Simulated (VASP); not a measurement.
# WC (P-6m2) in VASP: notebook

Runs on WC. Level: PBEsol. Tasks: single point.

All numbers are computed with VASP 6.6.1; they aren't measurements. Logs are shortened: lines on timing, memory, paths and dates and some standing lists are left out, and cuts for length are marked.

**1. The cell of the first run**

Symmetry: P-6m2, No. 187, hexagonal system. The conventional cell has a = 2.916 Å, b = 2.916 Å, c = 2.743 Å, α = 90.00°, β = 90.00°, γ = 120.00°. W (site symmetry -6m2) has 6 C at 2.17 Å and 8 W at 2.74 to 2.92 Å within 3.0 Å. C (site symmetry -6m2) has 6 W at 2.17 Å and 8 C at 2.74 to 2.92 Å within 3.0 Å.

**2. Single point, PBEsol (uniaxial strain along c: -3.0 %, then relaxed in part)**

Input file INCAR:

```
SYSTEM = WC
PREC     = Accurate       ! precision mode
ENCUT    = 520            ! plane-wave cutoff, eV
EDIFF    = 1E-7           ! SCF threshold, eV
ISMEAR   = 0              ! smearing method
SIGMA    = 0.1            ! smearing width, eV
LREAL    = .False.        ! projectors in reciprocal space
LASPH    = .True.         ! aspherical terms in the spheres
NELM     = 80             ! most SCF steps
ALGO     = Normal         ! electronic algorithm
ISIF     = 2              ! what is computed and relaxed
LWAVE    = .False.        ! write WAVECAR
LCHARG   = .False.        ! write CHGCAR
GGA      = PS             ! functional
NBANDS   = 16             ! bands
```

Input file KPOINTS:

```
regular mesh
0
Gamma
  24 24 18
  0 0 0
```

Input file POSCAR:

```
WC
1.0
    2.9163845972      0.0000000000      0.0000000000
   -1.4581922986      2.5256631484      0.0000000000
    0.0000000000      0.0000000000      2.7429241498
W C
1 1
Direct
    0.0000000024     -0.0000000024      0.0000000000
    0.6666666643      0.3333333357      0.5000000000
```

Potentials or basis: VASP PAW PBE potentials, release 64 (W_sv, C).

Run with:

```console
$ cat potpaw_PBE.64/W_sv/POTCAR potpaw_PBE.64/C/POTCAR > POTCAR
$ mpirun -np 1 vasp_std > vasp.out
```

OUTCAR:

```text
SYSTEM = WC
   PREC = Accurate
   ENCUT = 520
   EDIFF = 1E-7
   ISMEAR = 0
   LREAL = .False.
   LASPH = .True.
   NELM = 80
   ISIF = 2
   GGA = PS

 ion  position               nearest neighbor table
   1  0.000  1.000  0.000-   2 2.17   2 2.17   2 2.17   2 2.17   2 2.17   2 2.17
   2  0.667  0.333  0.500-   1 2.17   1 2.17   1 2.17   1 2.17   1 2.17   1 2.17

  LATTYP: Found a hexagonal cell.
 ALAT       =     2.9163845972
 C/A-ratio  =     0.9405220945

  Lattice vectors:

 A1 = (   2.9163845972,   0.0000000000,   0.0000000000)
 A2 = (  -1.4581922986,   2.5256631484,   0.0000000000)
 A3 = (   0.0000000000,   0.0000000000,   2.7429241498)

Analysis of symmetry for initial positions (statically):
=====================================================================
 Subroutine PRICEL returns:
 Original cell was already a primitive cell.

 Routine SETGRP: Setting up the symmetry group for a
 hexagonal supercell.

 Subroutine GETGRP returns: Found 12 space group operations
 (whereof 12 operations were pure point group operations)
 out of a pool of 24 trial point group operations.

The static configuration has the point symmetry D_3h.

Analysis of symmetry for dynamics (positions and initial velocities):
=====================================================================
 Subroutine PRICEL returns:
 Original cell was already a primitive cell.

 Routine SETGRP: Setting up the symmetry group for a
 hexagonal supercell.

 Subroutine GETGRP returns: Found 12 space group operations
 (whereof 12 operations were pure point group operations)
 out of a pool of 24 trial point group operations.

The dynamic configuration has the point symmetry D_3h.

 Subroutine INISYM returns: Found 12 space group operations
 (whereof 12 operations are pure point group operations),
 and found     1 'primitive' translations

----------------------------------------------------------------------------------------

                                     Primitive cell

  volume of cell :      20.2038

  direct lattice vectors                    reciprocal lattice vectors
     2.916384597  0.000000000  0.000000000     0.342890304  0.197967809  0.000000000
    -1.458192299  2.525663148  0.000000000     0.000000000  0.395935618  0.000000000
     0.000000000  0.000000000  2.742924150     0.000000000  0.000000000  0.364574427

  length of vectors
     2.916384597  2.916384597  2.742924150     0.395935618  0.395935618  0.364574427

  position of ions in fractional coordinates (direct lattice)
     0.000000002  0.999999998  0.000000000
[... 75 lines left out ...]
   LASPH  =      T    aspherical Exc in radial PAW
   ENCUT  =  520.0 eV  38.22 Ry    6.18 a.u.   5.42  5.42  5.10*2*pi/ulx,y,z
   NELM   =     80;   NELMIN=  2; NELMDL= -5     # of ELM steps
   EDIFF  = 0.1E-06   stopping-criterion for ELM
   LREAL  =      F    real-space projection
   EDIFFG = 0.1E-05   stopping-criterion for IOM
   NSW    =      0    number of steps for IOM
   IBRION =     -1    ionic relax: 0-MD 1-quasi-New 2-CG
   NFREE  =      0    steps in history (QN), initial steepest desc. (CG)
   ISIF   =      2    stress and relaxation
   ISYM   =      2    0-nonsym 1-usesym 2-fastsym
   POTIM  = 0.5000    time-step for ionic-motion
   TEBEG  =    0.0;   TEEND  =   0.0 temperature during run
   PSTRESS=    0.0 pullay stress
   NELECT =      18.0000    total number of electrons
   NUPDOWN=      -1.0000    fix difference up-down
   EMIN   =  10.00;   EMAX   =-10.00  energy-range for DOS
   EFERMI =   0.00;   METHOD = LEGACY
   ISMEAR =     0;   SIGMA  =   0.10  broadening in eV -4-tet -1-fermi 0-gaus
   EFERMI_NEDOS =   21; number of points for ismear=-14 and -15
   IALGO  =     38    algorithm
   IMIX   =      4    mixing-type and parameters
     AMIX     =   0.40;   BMIX     =  1.00
     AMIX_MAG =   1.60;   BMIX_MAG =  1.00
  volume/ion in A,a.u.               =      10.10        68.17
  Fermi-wavevector in a.u.,A,eV,Ry     =   1.575268  2.976824 33.762420  2.481468
  Thomas-Fermi vector in A             =   2.676277
   LORBIT       =      0    0 simple, 1 ext, 2 COOP (PROOUT), +10 PAW based schemes
   GGA     = PS    functional components
   LHFCALC =     F    Hartree Fock is set to
   AEXX    =    0.0000 exact exchange contribution
   IVDW    =     0    specifies the selected vdW correction
   LEPSILON=     F    determine dielectric tensor
   LRPA    =     F    only Hartree local field effects (RPA)
 non-spin polarized calculation
 Gauss-broadening in eV      SIGMA  =   0.10
  energy-cutoff  :      520.00
  volume of cell :       20.20
 maximum number of plane-waves:       574
 NGX is ok and might be reduce to    24
   NGX = 11   NGY = 11   NGZ = 11

 number of electron      18.0000005 magnetization

 Free energy of the ion-electron system (eV)
  ---------------------------------------------------
  ext. energy  EPLUGINS =         0.00000000
  ---------------------------------------------------
  free energy    TOTEN  =       -23.84060752 eV

  energy without entropy =      -23.83925822  energy(sigma->0) =      -23.83993287

 E-fermi :  11.3550     XC(G=0): -14.0670

 val. band max:       11.3369706397   @ k =   0.0417   0.0000   0.2778
 cond. band min:      11.3774177544   @ k =   0.0833   0.0833   0.3889
 fundamental gap:      0.0404471147
 Fermi energy:        11.3550370205

 k-point     1 :       0.0000    0.0000    0.0000
  band No.  band energies     occupation
      1     -62.5445      2.00000
      2     -26.4734      2.00000
      3     -26.4734      2.00000
      4     -26.4369      2.00000
      5      -3.3303      2.00000
      6       6.8621      2.00000
[... 433 lines left out ...]
      3     -26.6731      2.00000
      4     -26.3295      2.00000
      5       0.0116      2.00000
      6       4.1195      2.00000
[... 8 lines left out ...]
     15      24.6337      0.00000
     16      29.2927      0.00000

 [... further k-points ...]
[... 5 lines left out ...]
  --------------------------------------------------------------------------------------
  -------------------------------------------------------------------------------------
  Total        0.1601096      0.1601096      3.9435188      0.0000000      0.0000000      0.0000000
  in kB       12.6967907     12.6967907    312.7234731      0.0000000      0.0000000      0.0000000
  external PRESSURE =     112.7056848 kB  Pullay stress =       0.0000000 kB

 VOLUME and BASIS-vectors are now :
 -----------------------------------------------------------------------------
  energy-cutoff  :      520.00
  volume of cell :       20.20
      direct lattice vectors                 reciprocal lattice vectors
     2.916384597  0.000000000  0.000000000     0.342890304  0.197967809  0.000000000
    -1.458192299  2.525663148  0.000000000     0.000000000  0.395935618  0.000000000
     0.000000000  0.000000000  2.742924150     0.000000000  0.000000000  0.364574427

 POSITION                                       TOTAL-FORCE (eV/Angst)
 -----------------------------------------------------------------------------------
     -1.45819      2.52566      0.00000         0.000000      0.000000      0.000000
      1.45819      0.84189      1.37146        -0.000000      0.000000      0.000000
 -----------------------------------------------------------------------------------
    total drift:                               -0.000008      0.000005     -0.000000

  FREE ENERGIE OF THE ION-ELECTRON SYSTEM (eV)
  ---------------------------------------------------
  free  energy   TOTEN  =       -23.8406075158 eV

  energy  without entropy=      -23.8392582240  energy(sigma->0) =      -23.83993287
```

stdout:

```text
POSCAR found type information on POSCAR W C
 POSCAR found :  2 types and       2 ions
 scaLAPACK will be used
 -----------------------------------------------------------------------------
|                                                                             |
|                                                                             |
|     You enforced a specific xc type in the INCAR file but a different       |
|     I HOPE YOU KNOW WHAT YOU ARE DOING!                                     |
|                                                                             |
 -----------------------------------------------------------------------------

 LDA part: xc-table for (Slater+PW92), standard interpolation
 POSCAR, INCAR and KPOINTS ok, starting setup
 FFT: planning ... GRIDC
 FFT: planning ... GRID_SOFT
 FFT: planning ... GRID
 WAVECAR not read
 entering main loop
```

Run time: 65 s. Hardware: 1 thread of Intel Xeon Platinum 8488C (Sapphire Rapids), shared host; peak memory 0.3 GiB.

What came out:

```yaml
Free_energy: -23.8406 eV
Pressure: 11.3 GPa
Band_gap_on_the_k_mesh: zero (bands 9 and 10 overlap by 1.51 eV)
```

Stress tensor (GPa, compression positive):
```
 1.27  0.00  0.00
 0.00  1.27  0.00
 0.00  0.00 31.27
```

Caveat: the cell differs from its parent crystal (uniaxial strain along c: -3.0 %, then relaxed in part); the cell stands under pressure; the PAW data sets were made with another functional, which shifts forces and pressure a little; spin-orbit coupling is left out, which moves the levels of the heavy elements.

**3. Single point, PBEsol (uniaxial strain along c: -3.0 %)**

Input file INCAR:

```
PREC = Accurate
ENCUT = 520
EDIFF = 1E-6
ISMEAR = 0
SIGMA = 0.1
LREAL = False
LASPH = True
NELM = 100
ALGO = Normal
ISIF = 2
LWAVE = False
LCHARG = False
GGA = PS
NBANDS = 16
```

Input file KPOINTS:

```
Automatic mesh
0
Gamma
  24 24 18
```

Input file POSCAR:

```
WC
1.0
    2.9202173735      0.0000000000      0.0000000000
   -1.4601086867      2.5289824300      0.0000000000
    0.0000000000      0.0000000000      2.7429241498
W C
1 1
Direct
    0.0000000005     -0.0000000005      0.0000000000
    0.6666666661      0.3333333339      0.5000000000
```

Potentials or basis: VASP PAW PBE potentials, release 64 (W_sv, C).

Run with:

```console
$ cat potpaw_PBE.64/W_sv/POTCAR potpaw_PBE.64/C/POTCAR > POTCAR
$ mpirun -np 1 vasp_std > vasp.out
```

Wall time 63 s (1 thread of Intel Xeon Platinum 8488C (Sapphire Rapids), shared host); peak memory 0.3 GiB.

It converged, with:

* Free energy: -23.8408 eV
* Pressure: 10.2 GPa
* Band gap on the k mesh: zero (bands 9 and 10 overlap by 1.50 eV)

Stress tensor (GPa, compression positive):
```
-0.07  0.00  0.00
 0.00 -0.07  0.00
 0.00  0.00 30.61
```

Levels at points of the mesh, in eV from the Fermi level:
| k point | band 7 | band 8 | band 9 | band 10 | band 11 | band 12 |
| --- | --- | --- | --- | --- | --- | --- |
| (0.00, 0.00, 0.00) | -3.74 | -3.74 | 0.48 | 3.41 | 3.41 | 5.92 |
| (0.50, 0.00, 0.00) | -3.76 | -3.29 | -0.73 | 2.57 | 4.40 | 4.60 |
| (0.00, 0.00, 0.50) | -2.48 | -2.48 | -0.62 | -0.62 | 4.35 | 4.35 |
| (0.50, 0.00, 0.50) | -4.76 | -4.15 | 0.39 | 4.34 | 5.69 | 6.84 |

Caveat: the cell differs from its parent crystal (uniaxial strain along c: -3.0 %); the cell stands under pressure; the PAW data sets were made with another functional, which shifts forces and pressure a little; spin-orbit coupling is left out, which moves the levels of the heavy elements.

**4. Single point, PBEsol (uniaxial strain along c: -1.5 %, then relaxed in part)**

Input file INCAR:

```
SYSTEM = WC
PREC     = Accurate       ! precision mode
ENCUT    = 520            ! plane-wave cutoff, eV
EDIFF    = 1E-7           ! SCF threshold, eV
ISMEAR   = 0              ! smearing method
SIGMA    = 0.1            ! smearing width, eV
LREAL    = .FALSE.        ! projectors in reciprocal space
LASPH    = .TRUE.         ! aspherical terms in the spheres
NELM     = 80             ! most SCF steps
ALGO     = Normal         ! electronic algorithm
ISIF     = 2              ! what is computed and relaxed
LWAVE    = .FALSE.        ! write WAVECAR
LCHARG   = .FALSE.        ! write CHGCAR
GGA      = PS             ! functional
NBANDS   = 16             ! bands
```

Input file KPOINTS:

```
Automatic mesh
0
G
  24 24 18
  0 0 0
```

Input file POSCAR:

```
WC
1.0
    2.9074128511      0.0000000000      0.0000000000
   -1.4537064255      2.5178933883      0.0000000000
    0.0000000000      0.0000000000      2.7853405027
W C
1 1
Direct
    0.0000000005     -0.0000000005      0.0000000000
    0.6666666661      0.3333333339      0.5000000000
```

Run with:

```console
$ cat potpaw_PBE.64/W_sv/POTCAR potpaw_PBE.64/C/POTCAR > POTCAR
$ mpirun -np 1 vasp_std > vasp.out
```

Wall time 77 s (1 thread of Intel Xeon Platinum 8488C (Sapphire Rapids), shared host); peak memory 0.3 GiB.

Results (log left out):

```yaml
Free_energy: -23.8851 eV
Pressure: 6.0 GPa
Band_gap_on_the_k_mesh: zero (bands 9 and 10 overlap by 1.40 eV)
```

Stress tensor (GPa, compression positive):
```
 1.22  0.00  0.00
 0.00  1.22  0.00
 0.00  0.00 15.58
```

Levels at points of the mesh, in eV from the Fermi level:
| k point | band 6 | band 7 | band 8 | band 9 | band 10 | band 11 | band 12 | band 13 |
| --- | --- | --- | --- | --- | --- | --- | --- | --- |
| (0.00, 0.00, 0.00) | -4.43 | -3.55 | -3.55 | 0.29 | 3.34 | 3.34 | 5.82 | 5.82 |
| (0.50, 0.00, 0.00) | -7.17 | -3.69 | -3.49 | -0.58 | 2.46 | 4.51 | 4.81 | 7.07 |
| (0.00, 0.00, 0.50) | -8.77 | -2.25 | -2.25 | -0.61 | -0.61 | 4.09 | 4.46 | 4.46 |
| (0.50, 0.00, 0.50) | -6.58 | -4.56 | -4.18 | 0.35 | 4.43 | 5.56 | 6.81 | 9.38 |

Caveat: the cell differs from its parent crystal (uniaxial strain along c: -1.5 %, then relaxed in part); the cell stands under pressure; the PAW data sets were made with another functional, which shifts forces and pressure a little; spin-orbit coupling is left out, which moves the levels of the heavy elements.

**5. Single point, PBEsol (uniaxial strain along c: -1.5 %)**

Input file INCAR:

```
PREC = Accurate
ENCUT = 520
EDIFF = 1E-6
ISMEAR = 0
SIGMA = 0.1
LREAL = F
LASPH = T
NELM = 80
ALGO = Normal
ISIF = 2
LWAVE = F
LCHARG = T
GGA = PS
LELF = T
LVHAR = T
NBANDS = 16
```

Input file KPOINTS:

```
Automatic mesh
0
Gamma
  24 24 18
```

Input file POSCAR:

```
WC
1.0
    2.9093480780      0.0000000000      0.0000000000
   -1.4546740390      2.5195693440      0.0000000000
    0.0000000000      0.0000000000      2.7853405027
W C
1 1
Direct
    0.0000000000      0.0000000000      0.0000000000
    0.6666666667      0.3333333333      0.5000000000
```

Run with:

```console
$ cat potpaw_PBE.64/W_sv/POTCAR potpaw_PBE.64/C/POTCAR > POTCAR
$ mpirun -np 1 vasp_std > vasp.out
```

Run time: 72 s. Hardware: 1 thread of Intel Xeon Platinum 8488C (Sapphire Rapids), shared host; peak memory 0.3 GiB.

It converged, with:

```yaml
Free_energy: -23.8852 eV
Pressure: 5.4 GPa
Band_gap_on_the_k_mesh: zero (bands 9 and 10 overlap by 1.40 eV)
```

Stress tensor (GPa, compression positive):
```
 0.54  0.00  0.00
 0.00  0.54  0.00
 0.00  0.00 15.27
```

Levels at points of the mesh, in eV from the Fermi level:
| k point | band 5 | band 6 | band 7 | band 8 | band 9 | band 10 | band 11 | band 12 | band 13 | band 14 |
| --- | --- | --- | --- | --- | --- | --- | --- | --- | --- | --- |
| (0.00, 0.00, 0.00) | -14.58 | -4.42 | -3.55 | -3.55 | 0.30 | 3.34 | 3.34 | 5.81 | 5.81 | 6.32 |
| (0.50, 0.00, 0.00) | -11.21 | -7.16 | -3.68 | -3.48 | -0.58 | 2.46 | 4.50 | 4.79 | 7.07 | 9.98 |
| (0.00, 0.00, 0.50) | -10.30 | -8.76 | -2.25 | -2.25 | -0.61 | -0.61 | 4.10 | 4.46 | 4.46 | 10.13 |
| (0.50, 0.00, 0.50) | -11.39 | -6.57 | -4.56 | -4.17 | 0.35 | 4.42 | 5.56 | 6.80 | 9.37 | 10.43 |

Caveat: the cell differs from its parent crystal (uniaxial strain along c: -1.5 %); the cell stands under pressure; the PAW data sets were made with another functional, which shifts forces and pressure a little; spin-orbit coupling is left out, which moves the levels of the heavy elements.

**6. Single point, PBEsol**

This run uses another cell than the first one, of 10.29 Å³/atom.

Input file INCAR:

```
SYSTEM = WC
  ALGO = Normal
  EDIFF = 1E-7
  ENCUT = 520
  GGA = PS
  ISIF = 2
  ISMEAR = 0
  LASPH = .TRUE.
  LCHARG = .FALSE.
  LREAL = .FALSE.
  LWAVE = .FALSE.
  NBANDS = 16
  NELM = 100
  PREC = Accurate
  SIGMA = 0.1
```

Input file KPOINTS:

```
k-points
0
G
  24 24 18
  0 0 0
```

Input file POSCAR:

```
WC
1.0
    2.8984787826      0.0000000000      0.0000000000
   -1.4492393913      2.5101562580      0.0000000000
    0.0000000000      0.0000000000      2.8277568555
W C
1 1
Direct
    0.0000000000      0.0000000000      0.0000000000
    0.6666666667      0.3333333333      0.5000000000
```

Potentials or basis: VASP PAW PBE potentials, release 64 (W_sv, C).

Run with:

```console
$ cat potpaw_PBE.64/W_sv/POTCAR potpaw_PBE.64/C/POTCAR > POTCAR
$ mpirun -np 1 vasp_std > vasp.out
```

Wall time 74 s (1 thread of Intel Xeon Platinum 8488C (Sapphire Rapids), shared host); peak memory 0.3 GiB.

The run converged. Its results:

| Quantity | Value |
| --- | --- |
| Free energy | -23.9004 eV |
| Pressure | 1.3 GPa |
| Band gap on the k mesh | zero (bands 9 and 10 overlap by 1.28 eV) |

Levels at points of the mesh, in eV from the Fermi level:
```csv
k point,band 7,band 8,band 9,band 10,band 11,band 12
"(0.00, 0.00, 0.00)",-3.36,-3.36,0.13,3.27,3.27,5.71
"(0.50, 0.00, 0.00)",-3.64,-3.62,-0.44,2.37,4.59,4.97
"(0.00, 0.00, 0.50)",-2.03,-2.03,-0.60,-0.60,3.74,4.56
"(0.50, 0.00, 0.50)",-4.36,-4.19,0.32,4.50,5.40,6.75
```

Caveat: the PAW data sets were made with another functional, which shifts forces and pressure a little; spin-orbit coupling is left out, which moves the levels of the heavy elements.

**7. Summary**

| cell | gap on the mesh (eV) | pressure (GPa) |
| --- | --- | --- |
| a = 2.916, b = 2.916, c = 2.743 Å, angles 90.0, 90.0, 120.0°, 2 atoms | none | 11.3 |
| a = 2.920, b = 2.920, c = 2.743 Å, angles 90.0, 90.0, 120.0°, 2 atoms | none | 10.2 |
| a = 2.907, b = 2.907, c = 2.785 Å, angles 90.0, 90.0, 120.0°, 2 atoms | none | 6.0 |
| a = 2.909, b = 2.909, c = 2.785 Å, angles 90.0, 90.0, 120.0°, 2 atoms | none | 5.4 |
| a = 2.898, b = 2.898, c = 2.828 Å, angles 90.0, 90.0, 120.0°, 2 atoms | none | 1.3 |

Alike in all rows: task single point; level PBEsol; potentials or basis VASP PAW PBE potentials, release 64 (W_sv, C); no spin polarisation; k mesh 24 × 24 × 18; cutoff (eV) 520; smearing gaussian 0.1 eV.

Caveats: the PAW data sets were made with another functional, which shifts forces and pressure a little; spin-orbit coupling is left out, which moves the levels of the heavy elements; the cell stands under pressure (at least some runs).

Total energies depend on the potentials used, so only differences within one code and one set of settings carry meaning.
